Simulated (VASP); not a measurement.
## WC: single point with LDA

The system is WC.

```xyz
2
Lattice="0.0000 2.1927 2.1927 2.1927 0.0000 2.1927 2.1927 2.1927 0.0000" Properties=species:S:1:pos:R:3 pbc="T T T"
W     0.0000    0.0000    0.0000
C     2.1927    2.1927    2.1927
```

| Item | Value |
| --- | --- |
| Program | VASP 6.6.1 |
| Task | single point |
| Functional | LDA |
| Potentials or basis | VASP PAW LDA potentials, release 64 (W_sv, C) |
| Cutoff | 520 eV |
| k mesh | 9 × 9 × 9 |
| Occupations | methfessel-paxton, width 0.05 eV |
| Spin | no spin polarisation |

```yaml
Pressure: -13.5 GPa
Band_gap_on_the_k_mesh: zero (bands 9 and 10 overlap by 2.98 eV)
```

Levels at points of the mesh, in eV from the Fermi level:
```csv
k point,band 5,band 6,band 7,band 8,band 9,band 10,band 11,band 12,band 13,band 14
"(0.00, 0.00, 0.00)",-15.50,-2.62,-2.62,-2.62,-0.92,-0.92,-0.92,-0.85,-0.85,6.79
```

It took 17 s on 1 thread of Intel Xeon 8259CL (shared host), peak memory 0.13 GiB.

Caveat: the cell stands under tension; spin-orbit coupling is left out, which moves the levels of the heavy elements.
